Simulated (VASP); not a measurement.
# LiCl (Fm-3m) in VASP: notebook, part 2 of 2

VASP 6.6.1. Earlier steps stand in the parts before.

### Step 3. Relaxation of cell and atoms, PBEsol, target pressure 10 GPa, at which the enthalpy is minimised

The input, INCAR:

```
PREC = Accurate ; ENCUT = 600
EDIFF = 1E-6 ; ISMEAR = 0
SIGMA = 0.01 ; LREAL = False
LASPH = True ; NELM = 100
ALGO = Normal ; ISIF = 3
LWAVE = False ; LCHARG = False
GGA = PS ; IBRION = 2
NSW = 100 ; EDIFFG = -0.002
PSTRESS = 100.0
```

The input, KPOINTS:

```
Automatic mesh
0
Gamma
  8 8 8
```

The input, POSCAR:

```
LiCl
1.0
    0.0000000000      2.5314058748      2.5314058748
    2.5314058748      0.0000000000      2.5314058748
    2.5314058748      2.5314058748      0.0000000000
Li Cl
1 1
Direct
    0.0000000000      0.0000000000      0.0000000000
    0.5000000000      0.5000000000      0.5000000000
```

Potentials or basis: VASP PAW PBE potentials, release 64 (Li_sv, Cl).

The run is started by

```sh
$ cat potpaw_PBE.64/Li_sv/POTCAR potpaw_PBE.64/Cl/POTCAR > POTCAR
$ mpirun -np 1 vasp_std > vasp.out
```

OUTCAR:

```text
PREC = Accurate
   ENCUT = 600
   EDIFF = 1E-6
   ISMEAR = 0
   LREAL = False
   LASPH = True
   NELM = 100
   ISIF = 3
   GGA = PS
   IBRION = 2
   NSW = 100
   EDIFFG = -0.002
   PSTRESS = 100.0

 ion  position               nearest neighbor table
   1  0.000  0.000  0.000-   2 2.53   2 2.53   2 2.53   2 2.53   2 2.53   2 2.53
   2  0.500  0.500  0.500-   1 2.53   1 2.53   1 2.53   1 2.53   1 2.53   1 2.53

  LATTYP: Found a face centered cubic cell.
 ALAT       =     5.0628117496

  Lattice vectors:

 A1 = (   0.0000000000,   2.5314058748,   2.5314058748)
 A2 = (   2.5314058748,   0.0000000000,   2.5314058748)
 A3 = (   2.5314058748,   2.5314058748,   0.0000000000)

Analysis of symmetry for initial positions (statically):
[... 33 lines left out ...]
                                     Primitive cell

  volume of cell :      32.4426

  direct lattice vectors                    reciprocal lattice vectors
     0.000000000  2.531405875  2.531405875    -0.197518701  0.197518701  0.197518701
     2.531405875  0.000000000  2.531405875     0.197518701 -0.197518701  0.197518701
     2.531405875  2.531405875  0.000000000     0.197518701  0.197518701 -0.197518701

  length of vectors
     3.579948520  3.579948520  3.579948520     0.342112426  0.342112426  0.342112426

  position of ions in fractional coordinates (direct lattice)
     0.000000000  0.000000000  0.000000000
     0.500000000  0.500000000  0.500000000

  ion indices of the primitive-cell ions
   primitive index   ion index
                 1           1
                 2           2

----------------------------------------------------------------------------------------

 KPOINTS: Automatic mesh

Automatic generation of k-mesh.
 Grid dimensions read from file:
 generate k-points for:    8    8    8

 Generating k-lattice:
[... 91 lines left out ...]
   LEPSILON=     F    determine dielectric tensor
   LRPA    =     F    only Hartree local field effects (RPA)
 conjugate gradient relaxation of ions
 non-spin polarized calculation
 Gauss-broadening in eV      SIGMA  =   0.01
  energy-cutoff  :      600.00
  volume of cell :       32.44
 maximum number of plane-waves:      1106
 NGX is ok and might be reduce to    30
   NGX = 15   NGY = 15   NGZ = 15

--------------------------------------- Ionic step        1  -------------------------------------------

 number of electron      10.0000000 magnetization

 number of electron       9.9999995 magnetization

 Free energy of the ion-electron system (eV)
  ---------------------------------------------------
  ext. energy  EPLUGINS =         0.00000000
  ---------------------------------------------------
  free energy    TOTEN  =        -7.63945327 eV

  energy without entropy =       -7.63945327  energy(sigma->0) =       -7.63945327

------------------------ aborting loop because EDIFF is reached ----------------------------------------

  FORCE on cell =-STRESS in cart. coord.  units (eV):
  Direction    XX          YY          ZZ          XY          YZ          ZX
  --------------------------------------------------------------------------------------
  -------------------------------------------------------------------------------------
  Total       -0.0067087     -0.0067087     -0.0067087     -0.0000000     -0.0000000      0.0000000
  in kB       -0.3313075     -0.3313075     -0.3313075     -0.0000000     -0.0000000      0.0000000
  external PRESSURE =    -100.3313075 kB  Pullay stress =     100.0000000 kB
[... 177 lines left out ...]
--------------------------------------- Ionic step        6  -------------------------------------------

 number of electron      10.0000000 magnetization

 Free energy of the ion-electron system (eV)
  ---------------------------------------------------
  ext. energy  EPLUGINS =         0.00000000
  ---------------------------------------------------
  free energy    TOTEN  =        -7.49358299 eV

  energy without entropy =       -7.49358299  energy(sigma->0) =       -7.49358299

 E-fermi :   2.6723     XC(G=0):  -9.9371

 val. band max:        2.5146941914   @ k =   0.0000   0.0000   0.0000
 cond. band min:       9.2680547663   @ k =   0.5000   0.0000   0.0000
 fundamental gap:      6.7533605749
 Fermi energy:         2.6723300983

 k-point     1 :       0.0000    0.0000    0.0000
  band No.  band energies     occupation
      1     -40.0588      2.00000
      2     -11.8572      2.00000
      3       2.5147      2.00000
      4       2.5147      2.00000
      5       2.5147      2.00000
      6      10.1881      0.00000
      7      14.4324      0.00000
      8      14.4324      0.00000
      9      14.4324      0.00000
[... 265 lines left out ...]
 k-point    24 :      -0.3750    0.2500    0.1250
  band No.  band energies     occupation
      1     -40.0478      2.00000
      2     -10.6962      2.00000
      3      -1.1086      2.00000
      4       0.5565      2.00000
      5       1.6417      2.00000
      6      10.9895      0.00000
      7      12.0060      0.00000
      8      13.4481      0.00000
      9      15.6054      0.00000

 [... further k-points ...]

------------------------ aborting loop because EDIFF is reached ----------------------------------------

  FORCE on cell =-STRESS in cart. coord.  units (eV):
  Direction    XX          YY          ZZ          XY          YZ          ZX
  --------------------------------------------------------------------------------------
  -------------------------------------------------------------------------------------
  Total        1.6743699      1.6743699      1.6743699      0.0000000      0.0000000     -0.0000000
  in kB       99.8677690     99.8677690     99.8677690      0.0000000      0.0000000     -0.0000000
  external PRESSURE =      -0.1322310 kB  Pullay stress =     100.0000000 kB
[... 21 lines left out ...]
  energy  without entropy=       -7.4935829948  energy(sigma->0) =       -7.49358299

  enthalpy is  TOTEN    =        -5.8169961138 eV   P V=        1.6765868810

 reached required accuracy - stopping structural energy minimisation
```

CONTCAR:

```text
LiCl
   1.00000000000000
     0.0000000000000000    2.3770348558878927    2.3770348558878927
     2.3770348558878927    0.0000000000000000    2.3770348558878927
     2.3770348558878927    2.3770348558878927    0.0000000000000000
  Li              Cl
     1     1
Direct
     0.0000000000000000    1.0000000000000000    1.0000000000000000
     0.5000000000000000    0.5000000000000000    0.5000000000000000

  0.00000000E+00  0.00000000E+00  0.00000000E+00
  0.00000000E+00  0.00000000E+00  0.00000000E+00
```

It took 28 s on 1 thread of Intel Xeon 6975P-C (Granite Rapids), shared host; peak memory 0.16 GiB.

Results:

| Property | Result |
| --- | --- |
| Free energy | -7.4936 eV |
| Relaxed volume | 13.43 Å³/atom |
| Relaxed cell | a = 3.362 Å, b = 3.362 Å, c = 3.362 Å, α = 60.00°, β = 60.00°, γ = 60.00° |
| Space group after relaxing (to 0.05 Å) | Fm-3m (No. 225) |
| Energy change on relaxing (the enthalpy is what falls) | +72.9 meV/atom |
| Ionic steps | 6 |
| Pressure after relaxing | 10.0 GPa |
| Band gap on the k mesh | 6.75 eV, indirect (least direct gap 7.13 eV) |

The path:
```csv
step,energy change (eV),largest force (eV/Å),pressure (GPa),volume (Å³)
1,0.0000,0.0000,-0.03,32.44
2,0.0899,0.0000,7.32,27.90
3,0.1415,0.0000,9.80,26.93
4,0.1479,0.0000,10.02,26.83
5,0.1474,0.0000,10.05,26.84
6,0.1459,0.0000,9.99,26.86
```

Final structure:
```
CELL_PARAMETERS angstrom
0.00000 2.37703 2.37703
2.37703 0.00000 2.37703
2.37703 2.37703 0.00000
ATOMIC_POSITIONS crystal
Li 0.00000 0.00000 0.00000
Cl 0.50000 0.50000 0.50000
```

Caveat: the cutoff is under 1.25 times the usual one of these potentials, so pressure, stress and relaxed cells hold a basis-set (Pulay) error; the cell is relaxed towards a set pressure, so the enthalpy falls and the energy may rise; the volume moved by over 15 % at a fixed basis, so the end points are rough; the PAW data sets were made with another functional, which shifts forces and pressure a little. A k mesh can miss the band edges.

### Step 4. Relaxation of cell and atoms, PBEsol, target pressure 15 GPa, at which the enthalpy is minimised

The input, INCAR:

```
ALGO = Normal ; EDIFF = 1E-6
EDIFFG = -0.002 ; ENCUT = 600
GGA = PS ; IBRION = 2
ISIF = 3 ; ISMEAR = 0
LASPH = T ; LCHARG = F
LREAL = F ; LWAVE = F
NELM = 100 ; NSW = 100
PREC = Accurate ; PSTRESS = 150.0
SIGMA = 0.01
```

The input, KPOINTS:

```
k-points
0
Gamma
  8 8 8
```

POSCAR is that of step 3.

Potentials or basis: VASP PAW PBE potentials, release 64 (Li_sv, Cl).

The run is started by

```sh
$ cat potpaw_PBE.64/Li_sv/POTCAR potpaw_PBE.64/Cl/POTCAR > POTCAR
$ mpirun -np 1 vasp_std > vasp.out
```

OUTCAR:

```text
EDIFF = 1E-6
   EDIFFG = -0.002
   ENCUT = 600
   GGA = PS
   IBRION = 2
   ISIF = 3
   ISMEAR = 0
   LASPH = T
   LREAL = F
   NELM = 100
   NSW = 100
   PREC = Accurate
   PSTRESS = 150.0

 ion  position               nearest neighbor table
   1  0.000  0.000  0.000-   2 2.53   2 2.53   2 2.53   2 2.53   2 2.53   2 2.53
   2  0.500  0.500  0.500-   1 2.53   1 2.53   1 2.53   1 2.53   1 2.53   1 2.53

  LATTYP: Found a face centered cubic cell.
 ALAT       =     5.0628117496

  Lattice vectors:

 A1 = (   0.0000000000,   2.5314058748,   2.5314058748)
 A2 = (   2.5314058748,   0.0000000000,   2.5314058748)
 A3 = (   2.5314058748,   2.5314058748,   0.0000000000)

Analysis of symmetry for initial positions (statically):
[... 33 lines left out ...]
                                     Primitive cell

  volume of cell :      32.4426

  direct lattice vectors                    reciprocal lattice vectors
     0.000000000  2.531405875  2.531405875    -0.197518701  0.197518701  0.197518701
     2.531405875  0.000000000  2.531405875     0.197518701 -0.197518701  0.197518701
     2.531405875  2.531405875  0.000000000     0.197518701  0.197518701 -0.197518701

  length of vectors
     3.579948520  3.579948520  3.579948520     0.342112426  0.342112426  0.342112426

  position of ions in fractional coordinates (direct lattice)
     0.000000000  0.000000000  0.000000000
     0.500000000  0.500000000  0.500000000

  ion indices of the primitive-cell ions
   primitive index   ion index
                 1           1
                 2           2

----------------------------------------------------------------------------------------

 KPOINTS: k-points

Automatic generation of k-mesh.
 Grid dimensions read from file:
 generate k-points for:    8    8    8

 Generating k-lattice:

  Cartesian coordinates                     Fractional coordinates (reciprocal lattice)
    -0.024689838  0.024689838  0.024689838     0.125000000  0.000000000  0.000000000
     0.024689838 -0.024689838  0.024689838     0.000000000  0.125000000  0.000000000
     0.024689838  0.024689838 -0.024689838     0.000000000  0.000000000  0.125000000

  Length of vectors
[... 60 lines left out ...]
   NFREE  =      1    steps in history (QN), initial steepest desc. (CG)
   ISIF   =      3    stress and relaxation
   ISYM   =      2    0-nonsym 1-usesym 2-fastsym
   POTIM  = 0.5000    time-step for ionic-motion
   TEBEG  =    0.0;   TEEND  =   0.0 temperature during run
   PSTRESS=  150.0 pullay stress
   NELECT =      10.0000    total number of electrons
   NUPDOWN=      -1.0000    fix difference up-down
   EMIN   =  10.00;   EMAX   =-10.00  energy-range for DOS
   EFERMI =   0.00;   METHOD = LEGACY
   ISMEAR =     0;   SIGMA  =   0.01  broadening in eV -4-tet -1-fermi 0-gaus
   EFERMI_NEDOS =   21; number of points for ismear=-14 and -15
   IALGO  =     38    algorithm
   IMIX   =      4    mixing-type and parameters
     AMIX     =   0.40;   BMIX     =  1.00
     AMIX_MAG =   1.60;   BMIX_MAG =  1.00
  volume/ion in A,a.u.               =      16.22       109.47
  Fermi-wavevector in a.u.,A,eV,Ry     =   1.105867  2.089786 16.639145  1.222943
  Thomas-Fermi vector in A             =   2.242360
   LORBIT       =      0    0 simple, 1 ext, 2 COOP (PROOUT), +10 PAW based schemes
   GGA     = PS    functional components
   LHFCALC =     F    Hartree Fock is set to
   AEXX    =    0.0000 exact exchange contribution
   IVDW    =     0    specifies the selected vdW correction
   LEPSILON=     F    determine dielectric tensor
   LRPA    =     F    only Hartree local field effects (RPA)
 conjugate gradient relaxation of ions
 non-spin polarized calculation
 Gauss-broadening in eV      SIGMA  =   0.01
  energy-cutoff  :      600.00
  volume of cell :       32.44
 maximum number of plane-waves:      1106
 NGX is ok and might be reduce to    30
   NGX = 15   NGY = 15   NGZ = 15

--------------------------------------- Ionic step        1  -------------------------------------------

 number of electron      10.0000000 magnetization

 number of electron       9.9999995 magnetization

 Free energy of the ion-electron system (eV)
  ---------------------------------------------------
  ext. energy  EPLUGINS =         0.00000000
  ---------------------------------------------------
  free energy    TOTEN  =        -7.63945327 eV

  energy without entropy =       -7.63945327  energy(sigma->0) =       -7.63945327

 E-fermi :   0.9326     XC(G=0):  -9.0827

 val. band max:        0.8364379937   @ k =   0.0000   0.0000   0.0000
 cond. band min:       7.2006311595   @ k =   0.0000   0.0000   0.0000
 fundamental gap:      6.3641931658
 Fermi energy:         0.9325768089

 k-point     1 :       0.0000    0.0000    0.0000
  band No.  band energies     occupation
      1     -41.9134      2.00000
      2     -12.7000      2.00000
      3       0.8364      2.00000
      4       0.8364      2.00000
      5       0.8364      2.00000
      6       7.2006      0.00000
      7      12.6793      0.00000
      8      12.6793      0.00000
      9      12.6793      0.00000
[... 465 lines left out ...]
--------------------------------------- Ionic step        6  -------------------------------------------

 number of electron       9.9999997 magnetization

 Free energy of the ion-electron system (eV)
  ---------------------------------------------------
  ext. energy  EPLUGINS =         0.00000000
  ---------------------------------------------------
  free energy    TOTEN  =        -7.37310108 eV

  energy without entropy =       -7.37310108  energy(sigma->0) =       -7.37310108

 E-fermi :   3.2333     XC(G=0): -10.2169

 val. band max:        3.1316622184   @ k =   0.0000   0.0000   0.0000
 cond. band min:       9.9249804391   @ k =   0.5000   0.0000   0.0000
 fundamental gap:      6.7933182207
 Fermi energy:         3.2333157851

 k-point     1 :       0.0000    0.0000    0.0000
  band No.  band energies     occupation
      1     -39.4386      2.00000
      2     -11.5588      2.00000
      3       3.1317      2.00000
      4       3.1317      2.00000
      5       3.1317      2.00000
      6      11.3044      0.00000
      7      15.0447      0.00000
      8      15.0447      0.00000
      9      15.0447      0.00000
[... 309 lines left out ...]
  energy  without entropy=       -7.3731010849  energy(sigma->0) =       -7.37310108

  enthalpy is  TOTEN    =        -5.0043037366 eV   P V=        2.3687973482

 reached required accuracy - stopping structural energy minimisation
```

CONTCAR:

```text
LiCl
   1.00000000000000
     0.0000000000000000    2.3300884759349096    2.3300884759349096
     2.3300884759349096   -0.0000000000000000    2.3300884759349096
     2.3300884759349096    2.3300884759349096    0.0000000000000000
  Li              Cl
     1     1
Direct
     0.0000000000000000    0.0000000000000000    0.0000000000000000
     0.5000000000000000    0.5000000000000000    0.5000000000000000

  0.00000000E+00  0.00000000E+00  0.00000000E+00
  0.00000000E+00  0.00000000E+00  0.00000000E+00
```

Wall time 30 s (1 thread of Intel Xeon 6975P-C (Granite Rapids), shared host); peak memory 0.17 GiB.

Results:

```
Free energy                                            : -7.3731 eV
Relaxed volume                                         : 12.65 Å³/atom
Relaxed cell                                           : a = 3.295 Å, b = 3.295 Å, c = 3.295 Å, α = 60.00°, β = 60.00°, γ = 60.00°
Space group after relaxing (to 0.05 Å)                 : Fm-3m (No. 225)
Energy change on relaxing (the enthalpy is what falls) : +133.2 meV/atom
Ionic steps                                            : 6
Pressure after relaxing                                : 15.0 GPa
Band gap on the k mesh                                 : 6.79 eV, indirect (least direct gap 7.21 eV)
```

Step by step:
| step | energy change (eV) | largest force (eV/Å) | pressure (GPa) | volume (Å³) |
| --- | --- | --- | --- | --- |
| 1 | 0.0000 | 0.0000 | -0.03 | 32.44 |
| 2 | 0.2218 | 0.0000 | 13.22 | 25.81 |
| 3 | 0.2630 | 0.0000 | 14.87 | 25.34 |
| 4 | 0.2753 | 0.0000 | 15.35 | 25.21 |
| 5 | 0.2656 | 0.0000 | 14.97 | 25.31 |
| 6 | 0.2664 | 0.0000 | 14.99 | 25.30 |

Final structure:
```xyz
2
Lattice="0.0000 2.3301 2.3301 2.3301 0.0000 2.3301 2.3301 2.3301 0.0000" Properties=species:S:1:pos:R:3 pbc="T T T"
Li    0.0000    0.0000    0.0000
Cl    2.3301    2.3301    2.3301
```

Caveat: the cutoff is under 1.25 times the usual one of these potentials, so pressure, stress and relaxed cells hold a basis-set (Pulay) error; the cell is relaxed towards a set pressure, so the enthalpy falls and the energy may rise; the volume moved by over 15 % at a fixed basis, so the end points are rough; the PAW data sets were made with another functional, which shifts forces and pressure a little. A k mesh can miss the band edges.

### Step 5. Overview

| cell | gap on the mesh (eV) | pressure (GPa) |
| --- | --- | --- |
| relaxed to 7 GPa | 6.72 | 7.0 |
| relaxed to 10 GPa | 6.75 | 10.0 |
| relaxed to 15 GPa | 6.79 | 15.0 |

Alike in all rows: task relaxation of cell and atoms; level PBEsol; potentials or basis VASP PAW PBE potentials, release 64 (Li_sv, Cl); no spin polarisation; k mesh 8 × 8 × 8; cutoff (eV) 600; smearing gaussian 0.01 eV.

Caveats: the cutoff is under 1.25 times the usual one of these potentials, so pressure, stress and relaxed cells hold a basis-set (Pulay) error; the cell is relaxed towards a set pressure, so the enthalpy falls and the energy may rise; the PAW data sets were made with another functional, which shifts forces and pressure a little; the volume moved by over 15 % at a fixed basis, so the end points are rough (some runs).

Absolute energies hang on the potentials; compare differences alone.
